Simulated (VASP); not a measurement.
# N (P2_13) in VASP: notebook

The runs below take N through relaxation of cell and atoms, single point, with PBE.

All numbers are computed with VASP 6.6.1; they aren't measurements. Logs are shortened: lines on timing, memory, paths and dates and some standing lists are left out, and cuts for length are marked.

**1. The cell of the first run**

Symmetry: P2_13, No. 198, cubic system. The conventional cell has a = 5.815 Å, b = 5.815 Å, c = 5.815 Å, α = 90.00°, β = 90.00°, γ = 90.00°. Within 1.5 Å of N (site symmetry 3) lie 1 N at 1.11 Å. N (site symmetry 3) has 1 N at 1.11 Å within 1.5 Å.

**2. Relaxation of cell and atoms, PBE**

The input, INCAR:

```
SYSTEM = N
PREC = Accurate ; ENCUT = 600
EDIFF = 1E-6 ; ISMEAR = 0
SIGMA = 0.02 ; LREAL = .FALSE.
LASPH = .TRUE. ; NELM = 100
ALGO = Normal ; ISIF = 3
LWAVE = .FALSE. ; LCHARG = .FALSE.
GGA = PE ; IBRION = 2
NSW = 100 ; EDIFFG = -0.01
```

The input, KPOINTS:

```
Automatic mesh
0
G
  4 4 4
  0 0 0
```

The input, POSCAR:

```
N
1.0
    5.8151017200      0.0000000000      0.0000000000
    0.0000000000      5.8151017200      0.0000000000
    0.0000000000      0.0000000000      5.8151017200
N
8
Direct
    0.0639014400      0.0639014400      0.0639014400
    0.4360985600      0.9360985600      0.5639014400
    0.5639014400      0.4360985600      0.9360985600
    0.9360985600      0.5639014400      0.4360985600
    0.9541388600      0.9541388600      0.9541388600
    0.5458611400      0.0458611400      0.4541388600
    0.4541388600      0.5458611400      0.0458611400
    0.0458611400      0.4541388600      0.5458611400
```

Potentials or basis: VASP PAW PBE potentials, release 64 (N).

The run is started by

```bash
$ cat potpaw_PBE.64/N/POTCAR > POTCAR
$ mpirun -np 1 vasp_std > vasp.out
```

OUTCAR:

```text
SYSTEM = N
   PREC = Accurate
   ENCUT = 600
   EDIFF = 1E-6
   ISMEAR = 0
   LREAL = .FALSE.
   LASPH = .TRUE.
   NELM = 100
   ISIF = 3
   GGA = PE
   IBRION = 2
   NSW = 100
   EDIFFG = -0.01

 ion  position               nearest neighbor table
   1  0.064  0.064  0.064-   5 1.11
   2  0.436  0.936  0.564-   6 1.11
   3  0.564  0.436  0.936-   7 1.11
   4  0.936  0.564  0.436-   8 1.11
   5  0.954  0.954  0.954-   1 1.11
   6  0.546  0.046  0.454-   2 1.11
   7  0.454  0.546  0.046-   3 1.11
   8  0.046  0.454  0.546-   4 1.11

  LATTYP: Found a simple cubic cell.
 ALAT       =     5.8151017200

  Lattice vectors:

 A1 = (   5.8151017200,   0.0000000000,   0.0000000000)
 A2 = (   0.0000000000,   5.8151017200,   0.0000000000)
 A3 = (   0.0000000000,   0.0000000000,   5.8151017200)

Analysis of symmetry for initial positions (statically):
=====================================================================
 Subroutine PRICEL returns:
 Original cell was already a primitive cell.

 Routine SETGRP: Setting up the symmetry group for a
 simple cubic supercell.

 Subroutine GETGRP returns: Found 12 space group operations
 (whereof  3 operations were pure point group operations)
 out of a pool of 48 trial point group operations.

The static configuration has the point symmetry C_3 .
 The point group associated with its full space group is T   .

Analysis of symmetry for dynamics (positions and initial velocities):
=====================================================================
 Subroutine PRICEL returns:
 Original cell was already a primitive cell.

 Routine SETGRP: Setting up the symmetry group for a
 simple cubic supercell.

 Subroutine GETGRP returns: Found 12 space group operations
 (whereof  3 operations were pure point group operations)
 out of a pool of 48 trial point group operations.

The dynamic configuration has the point symmetry C_3 .
 The point group associated with its full space group is T   .

 Subroutine INISYM returns: Found 12 space group operations
 (whereof  3 operations are pure point group operations),
 and found     1 'primitive' translations

----------------------------------------------------------------------------------------

                                     Primitive cell

  volume of cell :     196.6400

  direct lattice vectors                    reciprocal lattice vectors
     5.815101720  0.000000000  0.000000000     0.171966037  0.000000000  0.000000000
     0.000000000  5.815101720  0.000000000     0.000000000  0.171966037  0.000000000
     0.000000000  0.000000000  5.815101720     0.000000000  0.000000000  0.171966037

  length of vectors
     5.815101720  5.815101720  5.815101720     0.171966037  0.171966037  0.171966037

  position of ions in fractional coordinates (direct lattice)
     0.063901440  0.063901440  0.063901440
     0.436098560  0.936098560  0.563901440
     0.563901440  0.436098560  0.936098560
     0.936098560  0.563901440  0.436098560
     0.954138860  0.954138860  0.954138860
     0.545861140  0.045861140  0.454138860
     0.454138860  0.545861140  0.045861140
     0.045861140  0.454138860  0.545861140

  ion indices of the primitive-cell ions
   primitive index   ion index
                 1           1
                 2           2
                 3           3
                 4           4
                 5           5
                 6           6
                 7           7
                 8           8

----------------------------------------------------------------------------------------

 KPOINTS: Automatic mesh

Automatic generation of k-mesh.
 Grid dimensions read from file:
 generate k-points for:    4    4    4

 Generating k-lattice:

  Cartesian coordinates                     Fractional coordinates (reciprocal lattice)
     0.042991509  0.000000000  0.000000000     0.250000000  0.000000000  0.000000000
     0.000000000  0.042991509  0.000000000     0.000000000  0.250000000  0.000000000
     0.000000000  0.000000000  0.042991509     0.000000000  0.000000000  0.250000000

  Length of vectors
     0.042991509  0.042991509  0.042991509

  Shift w.r.t. Gamma in fractional coordinates (k-lattice)
     0.000000000  0.000000000  0.000000000

 Subroutine IBZKPT returns following result:
 ===========================================

 Found     11 irreducible k-points:

 Following reciprocal coordinates:
            Coordinates               Weight
  0.000000  0.000000  0.000000      1.000000
  0.250000  0.000000  0.000000      6.000000
  0.500000  0.000000  0.000000      3.000000
  0.250000  0.250000  0.000000     12.000000
  0.500000  0.250000  0.000000      6.000000
 -0.250000  0.500000  0.000000      6.000000
  0.500000  0.500000  0.000000      3.000000
  0.250000  0.250000  0.250000      8.000000
  0.500000  0.250000  0.250000     12.000000
  0.500000  0.500000  0.250000      6.000000
  0.500000  0.500000  0.500000      1.000000
   k-points           NKPTS =     11   k-points in BZ     NKDIM =     11   number of bands    NBANDS=     25
   number of dos      NEDOS =    301   number of ions     NIONS =      8
   total plane-waves  NPLWV = 110592
   dimension x,y,z NGX =    48 NGY =   48 NGZ =   48
   dimension x,y,z NGXF=    96 NGYF=   96 NGZF=   96
   ions per type =               8
   NGX,Y,Z   is equivalent  to a cutoff of  13.72, 13.72, 13.72 a.u.
   NGXF,Y,Z  is equivalent  to a cutoff of  27.45, 27.45, 27.45 a.u.
 SYSTEM =  N
   PREC   = accura    normal or accurate (medium, high low for compatibility)
   ISTART =      0    job   : 0-new  1-cont  2-samecut
   ICHARG =      2    charge: 1-file 2-atom 10-const
   ISPIN  =      1    spin polarized calculation?
   LNONCOLLINEAR =      F non collinear calculations
   LSORBIT =      F    spin-orbit coupling
   LASPH  =      T    aspherical Exc in radial PAW
   ENCUT  =  600.0 eV  44.10 Ry    6.64 a.u.  11.61 11.61 11.61*2*pi/ulx,y,z
   NELM   =    100;   NELMIN=  2; NELMDL= -5     # of ELM steps
   EDIFF  = 0.1E-05   stopping-criterion for ELM
   LREAL  =      F    real-space projection
   EDIFFG = -.1E-01   stopping-criterion for IOM
   NSW    =    100    number of steps for IOM
   IBRION =      2    ionic relax: 0-MD 1-quasi-New 2-CG
   NFREE  =      1    steps in history (QN), initial steepest desc. (CG)
   ISIF   =      3    stress and relaxation
   ISYM   =      2    0-nonsym 1-usesym 2-fastsym
   POTIM  = 0.5000    time-step for ionic-motion
   TEBEG  =    0.0;   TEEND  =   0.0 temperature during run
   PSTRESS=    0.0 pullay stress
   NELECT =      40.0000    total number of electrons
   NUPDOWN=      -1.0000    fix difference up-down
   EMIN   =  10.00;   EMAX   =-10.00  energy-range for DOS
   EFERMI =   0.00;   METHOD = LEGACY
   ISMEAR =     0;   SIGMA  =   0.02  broadening in eV -4-tet -1-fermi 0-gaus
   EFERMI_NEDOS =   21; number of points for ismear=-14 and -15
   IALGO  =     38    algorithm
   IMIX   =      4    mixing-type and parameters
     AMIX     =   0.40;   BMIX     =  1.00
     AMIX_MAG =   1.60;   BMIX_MAG =  1.00
  volume/ion in A,a.u.               =      24.58       165.87
  Fermi-wavevector in a.u.,A,eV,Ry     =   0.962803  1.819434 12.612464  0.926990
  Thomas-Fermi vector in A             =   2.092294
   LORBIT       =      0    0 simple, 1 ext, 2 COOP (PROOUT), +10 PAW based schemes
   GGA     = PE    functional components
   LHFCALC =     F    Hartree Fock is set to
   AEXX    =    0.0000 exact exchange contribution
   IVDW    =     0    specifies the selected vdW correction
   LEPSILON=     F    determine dielectric tensor
   LRPA    =     F    only Hartree local field effects (RPA)
 conjugate gradient relaxation of ions
 non-spin polarized calculation
 Gauss-broadening in eV      SIGMA  =   0.02
  energy-cutoff  :      600.00
  volume of cell :      196.64
 maximum number of plane-waves:      6704
 NGX is ok and might be reduce to    48
   NGX = 23   NGY = 23   NGZ = 23

--------------------------------------- Ionic step        1  -------------------------------------------

 number of electron      40.0000000 magnetization

 Free energy of the ion-electron system (eV)
  ---------------------------------------------------
  ext. energy  EPLUGINS =         0.00000000
  ---------------------------------------------------
  free energy    TOTEN  =       -66.69881684 eV

  energy without entropy =      -66.69881684  energy(sigma->0) =      -66.69881684

------------------------ aborting loop because EDIFF is reached ----------------------------------------

  FORCE on cell =-STRESS in cart. coord.  units (eV):
  Direction    XX          YY          ZZ          XY          YZ          ZX
  --------------------------------------------------------------------------------------
  -------------------------------------------------------------------------------------
  Total        1.6395751      1.6395751      1.6395751     -0.0000000      0.0000000      0.0000000
  in kB       13.3588773     13.3588773     13.3588773     -0.0000000      0.0000000      0.0000000
  external PRESSURE =      13.3588773 kB  Pullay stress =       0.0000000 kB
[... 107 lines left out ...]
  FREE ENERGIE OF THE ION-ELECTRON SYSTEM (eV)
  ---------------------------------------------------
  free  energy   TOTEN  =       -66.7124605983 eV

  energy  without entropy=      -66.7124605983  energy(sigma->0) =      -66.71246060

[... ionic steps 4 to 12 ...]

--------------------------------------- Ionic step       13  -------------------------------------------

 number of electron      40.0000005 magnetization

------------------------ aborting loop because EDIFF is reached ----------------------------------------

  FORCE on cell =-STRESS in cart. coord.  units (eV):
  Direction    XX          YY          ZZ          XY          YZ          ZX
  --------------------------------------------------------------------------------------
  -------------------------------------------------------------------------------------
  Total        0.0299494      0.0299494      0.0299494     -0.0000000     -0.0000000     -0.0000000
  in kB        0.2301952      0.2301952      0.2301952     -0.0000000     -0.0000000     -0.0000000
  external PRESSURE =       0.2301952 kB  Pullay stress =       0.0000000 kB
[... 69 lines left out ...]
  energy  without entropy=      -66.7165897889  energy(sigma->0) =      -66.71658979

--------------------------------------- Ionic step       15  -------------------------------------------

 number of electron      40.0000005 magnetization

 Free energy of the ion-electron system (eV)
  ---------------------------------------------------
  ext. energy  EPLUGINS =         0.00000000
  ---------------------------------------------------
  free energy    TOTEN  =       -66.71658993 eV

  energy without entropy =      -66.71658993  energy(sigma->0) =      -66.71658993

 E-fermi :  -6.8754     XC(G=0):  -5.9498

 val. band max:       -7.0457333164   @ k =   0.5000   0.0000   0.0000
 cond. band min:       0.3739768600   @ k =   0.0000   0.0000   0.0000
 fundamental gap:      7.4197101765
 Fermi energy:        -6.8754354900

 k-point     1 :       0.0000    0.0000    0.0000
  band No.  band energies     occupation
      1     -25.1910      2.00000
      2     -25.1584      2.00000
      3     -25.1584      2.00000
      4     -25.1584      2.00000
      5     -10.5908      2.00000
      6     -10.5908      2.00000
[... 332 lines left out ...]
  FREE ENERGIE OF THE ION-ELECTRON SYSTEM (eV)
  ---------------------------------------------------
  free  energy   TOTEN  =       -66.7165899293 eV

  energy  without entropy=      -66.7165899293  energy(sigma->0) =      -66.71658993

 reached required accuracy - stopping structural energy minimisation
```

Wall time 6.4 min (1 thread of Intel Xeon Platinum 8259CL at 2.50GHz (Skylake/Cascade Lake), shared host); peak memory 0.33 GiB.

Results:

```
Free energy                            : -66.7166 eV
Relaxed volume                         : 26.05 Å³/atom
Relaxed cell                           : a = 5.929 Å, b = 5.929 Å, c = 5.929 Å, α = 90.00°, β = 90.00°, γ = 90.00°
Space group after relaxing (to 0.05 Å) : P2_13 (No. 198)
Energy gained by relaxing              : 2.2 meV/atom
Ionic steps                            : 15
Pressure after relaxing                : 0.0 GPa
Largest force after relaxing           : 0.006 eV/Å
Band gap on the k mesh                 : 7.42 eV, indirect (least direct gap 7.43 eV)
```

Forces in eV/Å, atoms in the order of the input:
```
N   -0.003 -0.003 -0.003
N    0.003  0.003 -0.003
N   -0.003  0.003  0.003
N    0.003 -0.003  0.003
N   -0.003 -0.003 -0.003
N    0.003  0.003 -0.003
N   -0.003  0.003  0.003
N    0.003 -0.003  0.003
```

The path:
```csv
step,energy change (eV),largest force (eV/Å),pressure (GPa),volume (Å³)
1,0.0000,1.0459,1.34,196.64
2,2.5510,10.6352,-13.50,202.53
3,-0.0136,0.1751,-0.10,197.00
4,-0.0140,0.0377,0.06,196.95
5,-0.0140,0.0170,0.09,196.95
6,-0.0140,0.0164,0.11,196.94
7,-0.0142,0.0130,0.11,197.27
8,-0.0148,0.0144,0.08,198.25
9,-0.0158,0.0357,0.03,200.22
10,-0.0172,0.0714,-0.05,204.21
11,-0.0174,0.1156,-0.15,212.34
12,-0.0177,0.0869,-0.09,208.21
13,-0.0178,0.0184,0.02,208.45
14,-0.0178,0.0169,0.00,208.44
15,-0.0178,0.0059,0.00,208.42
```

Final structure:
```yaml
crystal:
  lattice:
    - [5.92894, 0.00000, 0.00000]
    - [0.00000, 5.92894, 0.00000]
    - [0.00000, 0.00000, 5.92894]
  atoms:
    - { symbol: N, position: [0.06213, 0.06213, 0.06213] }
    - { symbol: N, position: [0.43787, 0.93787, 0.56213] }
    - { symbol: N, position: [0.56213, 0.43787, 0.93787] }
    - { symbol: N, position: [0.93787, 0.56213, 0.43787] }
    - { symbol: N, position: [0.95380, 0.95380, 0.95380] }
    - { symbol: N, position: [0.54620, 0.04620, 0.45380] }
    - { symbol: N, position: [0.45380, 0.54620, 0.04620] }
    - { symbol: N, position: [0.04620, 0.45380, 0.54620] }
```

Caveat: the standard files for N, O and F lose accuracy on very short bonds. A k mesh can miss the band edges.

**3. Single point, PBE**

The input, INCAR:

```
SYSTEM = N
PREC = Accurate ; ENCUT = 520
EDIFF = 1E-6 ; ISMEAR = 0
SIGMA = 0.1 ; LREAL = .FALSE.
LASPH = .TRUE. ; NELM = 80
ALGO = Normal ; ISIF = 2
LWAVE = .FALSE. ; LCHARG = .FALSE.
GGA = PE ; NBANDS = 30
```

The input, KPOINTS:

```
regular mesh
0
G
  4 4 4
  0 0 0
```

POSCAR is that of step 2.

Potentials or basis: VASP PAW PBE potentials, release 64 (N).

The run is started by

```bash
$ cat potpaw_PBE.64/N/POTCAR > POTCAR
$ mpirun -np 1 vasp_std > vasp.out
```

Wall time 62 s (1 thread of Intel Xeon Platinum 8259CL at 2.50GHz (Skylake/Cascade Lake), shared host); peak memory 0.32 GiB.

Results (log left out):

```
Free energy            : -66.6685 eV
Pressure               : 1.4 GPa
Largest force          : 1.123 eV/Å
Band gap on the k mesh : 7.43 eV, indirect (least direct gap 7.44 eV)
```

Forces in eV/Å, atoms in the order of the input:
```
N    0.639  0.639  0.639
N   -0.639 -0.639  0.639
N    0.639 -0.639 -0.639
N   -0.639  0.639 -0.639
N   -0.648 -0.648 -0.648
N    0.648  0.648 -0.648
N   -0.648  0.648  0.648
N    0.648 -0.648  0.648
```

Levels at points of the mesh, in eV from the valence-band top:
| k point | band 18 | band 19 | band 20 | band 21 | band 22 | band 23 |
| --- | --- | --- | --- | --- | --- | --- |
| (0.00, 0.00, 0.00) | -0.02 | -0.02 | -0.02 | 7.43 | 7.43 | 7.43 |
| (0.50, 0.00, 0.00) | -0.28 | 0.00 | 0.00 | 7.63 | 7.63 | 7.94 |
| (0.50, 0.50, 0.00) | -0.16 | -0.12 | -0.12 | 7.93 | 7.93 | 7.95 |
| (0.50, 0.50, 0.50) | -0.19 | -0.19 | -0.19 | 7.95 | 7.95 | 7.95 |

Caveat: the standard files for N, O and F lose accuracy on very short bonds; forces of over 1 eV/Å act on the atoms, so gaps and moduli don't describe the material at rest. A k mesh can miss the band edges.
